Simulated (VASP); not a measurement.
# GaAs (F-43m) in VASP: single point with PBE

Aim: the single point of GaAs with PBE.

All numbers are computed with VASP 6.6.1; they aren't measurements. Logs are shortened: lines on timing, memory, paths and dates and some standing lists are left out, and cuts for length are marked.

## (1) The cell of the first run

The structure is cubic, space group F-43m (No. 216). Conventional cell: a = 5.654 Å, b = 5.654 Å, c = 5.654 Å, α = 90.00°, β = 90.00°, γ = 90.00°. Ga (site symmetry -43m) has 4 As at 2.45 Å within 3.2 Å. As (site symmetry -43m) has 4 Ga at 2.45 Å within 3.2 Å.

## (2) Single point, PBE

File POSCAR:

```
GaAs
1.0
    0.0000000000      2.8268500000      2.8268500000
    2.8268500000      0.0000000000      2.8268500000
    2.8268500000      2.8268500000      0.0000000000
Ga As
1 1
Direct
    0.0000000000      0.0000000000      0.0000000000
    0.2500000000      0.2500000000      0.2500000000
```

File INCAR.step1:

```
ALGO = Normal
EDIFF = 1E-6
ENCUT = 520
GGA = PE
ISIF = 2
ISMEAR = 0
LASPH = T
LCHARG = T
LREAL = F
LWAVE = F
NBANDS = 16
NELM = 80
PREC = Accurate
SIGMA = 0.05
```

File KPOINTS.step1:

```
k-points
0
Gamma
  10 10 10
```

File INCAR.step2:

```
ALGO = Normal
EDIFF = 1E-6
ENCUT = 520
GGA = PE
ICHARG = 11
ISIF = 2
ISMEAR = -5
LASPH = T
LCHARG = F
LORBIT = 11
LREAL = F
LWAVE = F
NEDOS = 2001
NELM = 80
PREC = Accurate
SIGMA = 0.05
```

File KPOINTS.step2:

```
k-points
0
Gamma
  15 15 15
```

Potentials or basis: VASP PAW PBE potentials, release 64 (Ga_d, As).

Run with:

```bash
$ cat potpaw_PBE.64/Ga_d/POTCAR potpaw_PBE.64/As/POTCAR > POTCAR
$ cp INCAR.step1 INCAR
$ cp KPOINTS.step1 KPOINTS
$ mpirun -np 1 vasp_std > vasp.out
$ cp INCAR.step2 INCAR
$ cp KPOINTS.step2 KPOINTS
$ mpirun -np 1 vasp_std > vasp.out
```

OUTCAR:

```text
EDIFF = 1E-6
   ENCUT = 520
   GGA = PE
   ICHARG = 11
   ISIF = 2
   ISMEAR = -5
   LASPH = T
   LORBIT = 11
   LREAL = F
   NELM = 80
   PREC = Accurate

 ion  position               nearest neighbor table
   1  0.000  0.000  0.000-   2 2.45   2 2.45   2 2.45   2 2.45
   2  0.250  0.250  0.250-   1 2.45   1 2.45   1 2.45   1 2.45

  LATTYP: Found a face centered cubic cell.
 ALAT       =     5.6537000000

  Lattice vectors:

 A1 = (   0.0000000000,   2.8268500000,   2.8268500000)
 A2 = (   2.8268500000,   0.0000000000,   2.8268500000)
 A3 = (   2.8268500000,   2.8268500000,   0.0000000000)

Analysis of symmetry for initial positions (statically):
=====================================================================
 Subroutine PRICEL returns:
 Original cell was already a primitive cell.

 Routine SETGRP: Setting up the symmetry group for a
 face centered cubic supercell.

 Subroutine GETGRP returns: Found 24 space group operations
 (whereof 24 operations were pure point group operations)
 out of a pool of 48 trial point group operations.

The static configuration has the point symmetry T_d .

Analysis of symmetry for dynamics (positions and initial velocities):
=====================================================================
 Subroutine PRICEL returns:
 Original cell was already a primitive cell.

 Routine SETGRP: Setting up the symmetry group for a
 face centered cubic supercell.

 Subroutine GETGRP returns: Found 24 space group operations
 (whereof 24 operations were pure point group operations)
 out of a pool of 48 trial point group operations.

The dynamic configuration has the point symmetry T_d .

 Subroutine INISYM returns: Found 24 space group operations
 (whereof 24 operations are pure point group operations),
 and found     1 'primitive' translations

----------------------------------------------------------------------------------------

                                     Primitive cell

  volume of cell :      45.1792

  direct lattice vectors                    reciprocal lattice vectors
     0.000000000  2.826850000  2.826850000    -0.176875321  0.176875321  0.176875321
     2.826850000  0.000000000  2.826850000     0.176875321 -0.176875321  0.176875321
     2.826850000  2.826850000  0.000000000     0.176875321  0.176875321 -0.176875321

  length of vectors
     3.997769609  3.997769609  3.997769609     0.306357042  0.306357042  0.306357042

  position of ions in fractional coordinates (direct lattice)
     0.000000000  0.000000000  0.000000000
     0.250000000  0.250000000  0.250000000

  ion indices of the primitive-cell ions
   primitive index   ion index
                 1           1
                 2           2

----------------------------------------------------------------------------------------

 KPOINTS: k-points

Automatic generation of k-mesh.
 Grid dimensions read from file:
 generate k-points for:   15   15   15

 Generating k-lattice:

  Cartesian coordinates                     Fractional coordinates (reciprocal lattice)
    -0.011791688  0.011791688  0.011791688     0.066666667  0.000000000  0.000000000
     0.011791688 -0.011791688  0.011791688     0.000000000  0.066666667  0.000000000
     0.011791688  0.011791688 -0.011791688     0.000000000  0.000000000  0.066666667

  Length of vectors
     0.020423803  0.020423803  0.020423803

  Shift w.r.t. Gamma in fractional coordinates (k-lattice)
     0.000000000  0.000000000  0.000000000

 TETIRR: Found    484 inequivalent tetrahedra from    20250

 Subroutine IBZKPT returns following result:
 ===========================================

 Found    120 irreducible k-points:

 Following reciprocal coordinates:
            Coordinates               Weight
  0.000000  0.000000  0.000000      1.000000
  0.066667  0.000000  0.000000      8.000000
  0.133333  0.000000  0.000000      8.000000
  0.200000  0.000000  0.000000      8.000000
  0.266667  0.000000  0.000000      8.000000
  0.333333  0.000000  0.000000      8.000000
[... 16 lines left out ...]
  0.133333  0.133333  0.000000      6.000000
  0.200000  0.133333  0.000000     24.000000
 [... further k-points ...]
   k-points           NKPTS =    120   k-points in BZ     NKDIM =    120   number of bands    NBANDS=     13
   number of dos      NEDOS =   2001   number of ions     NIONS =      2
   total plane-waves  NPLWV =  27000
   dimension x,y,z NGX =    30 NGY =   30 NGZ =   30
   dimension x,y,z NGXF=    60 NGYF=   60 NGZF=   60
   ions per type =               1   1
   NGX,Y,Z   is equivalent  to a cutoff of  12.48, 12.48, 12.48 a.u.
   NGXF,Y,Z  is equivalent  to a cutoff of  24.95, 24.95, 24.95 a.u.
 SYSTEM =  unknown system
   PREC   = accura    normal or accurate (medium, high low for compatibility)
   ISTART =      0    job   : 0-new  1-cont  2-samecut
   ICHARG =     11    charge: 1-file 2-atom 10-const
   ISPIN  =      1    spin polarized calculation?
   LNONCOLLINEAR =      F non collinear calculations
   LSORBIT =      F    spin-orbit coupling
   LASPH  =      T    aspherical Exc in radial PAW
   ENCUT  =  520.0 eV  38.22 Ry    6.18 a.u.   7.43  7.43  7.43*2*pi/ulx,y,z
   NELM   =     80;   NELMIN=  2; NELMDL=  0     # of ELM steps
   EDIFF  = 0.1E-05   stopping-criterion for ELM
   LREAL  =      F    real-space projection
   EDIFFG = 0.1E-04   stopping-criterion for IOM
   NSW    =      0    number of steps for IOM
   IBRION =     -1    ionic relax: 0-MD 1-quasi-New 2-CG
   NFREE  =      0    steps in history (QN), initial steepest desc. (CG)
   ISIF   =      2    stress and relaxation
   ISYM   =      2    0-nonsym 1-usesym 2-fastsym
   POTIM  = 0.5000    time-step for ionic-motion
   TEBEG  =    0.0;   TEEND  =   0.0 temperature during run
   PSTRESS=    0.0 pullay stress
   NELECT =      18.0000    total number of electrons
   NUPDOWN=      -1.0000    fix difference up-down
   EMIN   =  10.00;   EMAX   =-10.00  energy-range for DOS
   EFERMI =   0.00;   METHOD = LEGACY
   ISMEAR =    -5;   SIGMA  =   0.05  broadening in eV -4-tet -1-fermi 0-gaus
   EFERMI_NEDOS =   21; number of points for ismear=-14 and -15
   IALGO  =     38    algorithm
   IMIX   =      4    mixing-type and parameters
     AMIX     =   0.40;   BMIX     =  1.00
     AMIX_MAG =   1.60;   BMIX_MAG =  1.00
  volume/ion in A,a.u.               =      22.59       152.44
  Fermi-wavevector in a.u.,A,eV,Ry     =   1.204628  2.276417 19.743799  1.451128
  Thomas-Fermi vector in A             =   2.340347
   LORBIT       =     11    0 simple, 1 ext, 2 COOP (PROOUT), +10 PAW based schemes
   GGA     = PE    functional components
   LHFCALC =     F    Hartree Fock is set to
   AEXX    =    0.0000 exact exchange contribution
   IVDW    =     0    specifies the selected vdW correction
   LEPSILON=     F    determine dielectric tensor
   LRPA    =     F    only Hartree local field effects (RPA)
 non-spin polarized calculation
 Fermi weights with tetrahedron method with Bloechl corrections
  energy-cutoff  :      520.00
  volume of cell :       45.18
 maximum number of plane-waves:      1243
 NGX is ok and might be reduce to    30

 number of electron      17.9999995 magnetization

 Free energy of the ion-electron system (eV)
  ---------------------------------------------------
  ext. energy  EPLUGINS =         0.00000000
  ---------------------------------------------------
  free energy    TOTEN  =        -8.25030523 eV

  energy without entropy =       -8.25030523  energy(sigma->0) =       -8.25030523

 E-fermi :   3.9345     XC(G=0):  -9.5881

 val. band max:        3.9320386994   @ k =   0.0000   0.0000   0.0000
 cond. band min:       4.4506460950   @ k =   0.0000   0.0000   0.0000
 fundamental gap:      0.5186073956
 Fermi energy:         3.9344542400

 k-point     1 :       0.0000    0.0000    0.0000
  band No.  band energies     occupation
      1     -10.8753      2.00000
      2     -10.8753      2.00000
      3     -10.8753      2.00000
      4     -10.7950      2.00000
      5     -10.7950      2.00000
      6      -8.7948      2.00000
      7       3.9320      2.00000
      8       3.9320      2.00000
      9       3.9320      2.00000
     10       4.4506      0.00000
     11       7.6581      0.00000
     12       7.6581      0.00000
     13       7.6581      0.00000

 k-point     2 :       0.0667    0.0000    0.0000
  band No.  band energies     occupation
      1     -10.8794      2.00000
      2     -10.8742      2.00000
      3     -10.8742      2.00000
      4     -10.7950      2.00000
      5     -10.7950      2.00000
      6      -8.7423      2.00000
      7       3.0139      2.00000
      8       3.8575      2.00000
      9       3.8575      2.00000
     10       5.1369      0.00000
     11       7.7463      0.00000
     12       7.7690      0.00000
     13       7.7690      0.00000

 k-point     3 :       0.1333    0.0000    0.0000
  band No.  band energies     occupation
      1     -10.8904      2.00000
      2     -10.8713      2.00000
      3     -10.8713      2.00000
      4     -10.7952      2.00000
      5     -10.7952      2.00000
      6      -8.5876      2.00000
      7       1.8186      2.00000
      8       3.6680      2.00000
      9       3.6680      2.00000
     10       5.5444      0.00000
     11       8.0453      0.00000
     12       8.0453      0.00000
     13       8.2083      0.00000

 k-point     4 :       0.2000    0.0000    0.0000
  band No.  band energies     occupation
      1     -10.9058      2.00000
      2     -10.8672      2.00000
      3     -10.8672      2.00000
      4     -10.7951      2.00000
      5     -10.7951      2.00000
      6      -8.3396      2.00000
      7       0.6342      2.00000
      8       3.4301      2.00000
      9       3.4301      2.00000
     10       5.5138      0.00000
     11       8.3542      0.00000
     12       8.3542      0.00000
     13       9.0924      0.00000

 k-point     5 :       0.2667    0.0000    0.0000
  band No.  band energies     occupation
      1     -10.9223      2.00000
      2     -10.8630      2.00000
      3     -10.8630      2.00000
      4     -10.7945      2.00000
      5     -10.7945      2.00000
      6      -8.0155      2.00000
      7      -0.4735      2.00000
      8       3.1981      2.00000
      9       3.1981      2.00000
     10       5.3313      0.00000
     11       8.5617      0.00000
     12       8.5617      0.00000
     13      10.1597      0.00000
[... 257 lines left out ...]
 k-point    22 :      -0.0667    0.0667    0.0000
  band No.  band energies     occupation
      1     -10.8862      2.00000
      2     -10.8730      2.00000
      3     -10.8715      2.00000
      4     -10.7958      2.00000
      5     -10.7945      2.00000
      6      -8.6557      2.00000
      7       2.3338      2.00000
      8       3.4775      2.00000
      9       3.8598      2.00000
     10       5.6014      0.00000
     11       7.7010      0.00000
     12       7.7929      0.00000
     13       8.2961      0.00000

 k-point    23 :       0.1333    0.1333    0.0000
  band No.  band energies     occupation
      1     -10.8989      2.00000
      2     -10.8675      2.00000
      3     -10.8675      2.00000
      4     -10.7983      2.00000
      5     -10.7929      2.00000
      6      -8.5186      2.00000
      7       1.7968      2.00000
      8       3.2039      2.00000
      9       3.2039      2.00000
     10       6.3739      0.00000
     11       6.9882      0.00000
     12       8.7298      0.00000
     13       8.7298      0.00000

 k-point    24 :       0.2000    0.1333    0.0000
  band No.  band energies     occupation
      1     -10.9107      2.00000
      2     -10.8638      2.00000
      3     -10.8633      2.00000
      4     -10.7999      2.00000
      5     -10.7919      2.00000
      6      -8.3354      2.00000
      7       1.0207      2.00000
      8       2.9286      2.00000
      9       2.9408      2.00000
     10       6.5112      0.00000
     11       7.0708      0.00000
     12       9.1718      0.00000
     13       9.2202      0.00000

 [... further k-points ...]

------------------------ aborting loop because EDIFF is reached ----------------------------------------

  FORCE on cell =-STRESS in cart. coord.  units (eV):
  Direction    XX          YY          ZZ          XY          YZ          ZX
  --------------------------------------------------------------------------------------
  -------------------------------------------------------------------------------------
  Total        0.9247036      0.9247036      0.9247036     -0.0000000      0.0000000     -0.0000000
  in kB       32.7925245     32.7925245     32.7925245     -0.0000000      0.0000000     -0.0000000
  external PRESSURE =      32.7925245 kB  Pullay stress =       0.0000000 kB

 VOLUME and BASIS-vectors are now :
 -----------------------------------------------------------------------------
  energy-cutoff  :      520.00
  volume of cell :       45.18
      direct lattice vectors                 reciprocal lattice vectors
     0.000000000  2.826850000  2.826850000    -0.176875321  0.176875321  0.176875321
     2.826850000  0.000000000  2.826850000     0.176875321 -0.176875321  0.176875321
     2.826850000  2.826850000  0.000000000     0.176875321  0.176875321 -0.176875321

 POSITION                                       TOTAL-FORCE (eV/Angst)
 -----------------------------------------------------------------------------------
      0.00000      0.00000      0.00000         0.000000      0.000000      0.000000
      1.41342      1.41342      1.41342        -0.000000     -0.000000     -0.000000
 -----------------------------------------------------------------------------------
    total drift:                                0.000002      0.000002      0.000002

  FREE ENERGIE OF THE ION-ELECTRON SYSTEM (eV)
  ---------------------------------------------------
  free  energy   TOTEN  =        -8.2503052265 eV

  energy  without entropy=       -8.2503052265  energy(sigma->0) =       -8.25030523

 total charge

# of ion       s       p       d       tot
------------------------------------------
    1        0.883   0.802   9.994  11.680
    2        1.210   1.598   0.031   2.839
--------------------------------------------------
tot          2.093   2.400  10.025  14.518
```

Run time: 2.1 min. Hardware: 1 thread of Intel Xeon 8259CL, shared host; peak memory 0.22 GiB.

Results:

- Valence electrons inside the program's atomic spheres: Ga 11.68; As 2.84
